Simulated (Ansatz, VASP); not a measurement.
## Two plane-wave programs on Sc5W

INCAR

```
ALGO = Fast
EDIFF = 1E-7
ENCUT = 520
GGA = PE
ISIF = 2
ISMEAR = 0
ISPIN = 2
LASPH = T
LCHARG = T
LELF = T
LMAXMIX = 4
LORBIT = 11
LREAL = F
LVHAR = T
LWAVE = F
MAGMOM = 1 1 1 1 1 0
NBANDS = 48
NELM = 150
PREC = Accurate
SIGMA = 0.1
```

KPOINTS

```
k-points
0
Gamma
  4 4 4
```

POSCAR

```
Sc5W
1.0
    0.0000000000      4.0432185414      4.0432185414
    4.0432185414      0.0000000000      4.0432185414
    4.0432185414      4.0432185414      0.0000000000
Sc W
5 1
Direct
    0.8777124873      0.3668625380      0.8777124873
    0.8777124873      0.8777124873      0.8777124873
    0.3668625380      0.8777124873      0.8777124873
    0.8777124873      0.8777124873      0.3668625380
    0.5000000000      0.5000000000      0.5000000000
    0.2500000000      0.2500000000      0.2500000000
```

Input for Ansatz:

```yaml
crystal:
  lattice:
    - [0.0, 4.0432185414, 4.0432185414]
    - [4.0432185414, 0.0, 4.0432185414]
    - [4.0432185414, 4.0432185414, 0.0]
  atoms:
    - { symbol: Sc, position: [0.8777124873, 0.366862538, 0.8777124873], spin: 1.0 }
    - { symbol: Sc, position: [0.8777124873, 0.8777124873, 0.8777124873], spin: 1.0 }
    - { symbol: Sc, position: [0.366862538, 0.8777124873, 0.8777124873], spin: 1.0 }
    - { symbol: Sc, position: [0.8777124873, 0.8777124873, 0.366862538], spin: 1.0 }
    - { symbol: Sc, position: [0.5, 0.5, 0.5], spin: 1.0 }
    - { symbol: W, position: [0.25, 0.25, 0.25] }
basis:
  ecutwfc: 420
kpoints:
  mp_grid: { grid: [4, 4, 4] }
hamiltonian:
  xc: pbe
scf:
  occupations: { method: gaussian, width: 0.1 }
  lower_state_search: "off"
output:
  forces: true
  stress: true
  eigenvalues: true
  populations: true
magnetization:
  spin_polarized: true
```

Alike in both runs: task single point; functional PBE; k mesh 4 × 4 × 4; occupations gaussian, width 0.1 eV; collinear spin.

|  | VASP | Ansatz |
| --- | --- | --- |
| version | VASP 6.6.1 | Ansatz 0.2.0 |
| potentials or method | VASP PAW PBE potentials, release 64 (Sc_sv, W_sv), cutoff 520 eV | scalar-relativistic, plane waves, PAW |
| valence electrons in the cell | 69 | 69 |

```csv
,VASP,Ansatz,Ansatz less VASP
gap on the k mesh at the Fermi level (eV),none,none,-
pressure (GPa),0.1,0.0,-0.09
rms of the force components (eV/Å),0.036,0.030,-0.0060
net moment per atom (μB),0.18,0.18,+0.001
size of the moment on the site where the two differ most (μB),0.24,0.29,+0.045
```

Site moments also hang on the region over which each program counts them. Atom by atom the forces differ by 0.006 eV/Å (rms over components). A gap of «none» marks a metal or a gap that the smearing closes.

Neither program's run includes spin-orbit coupling.
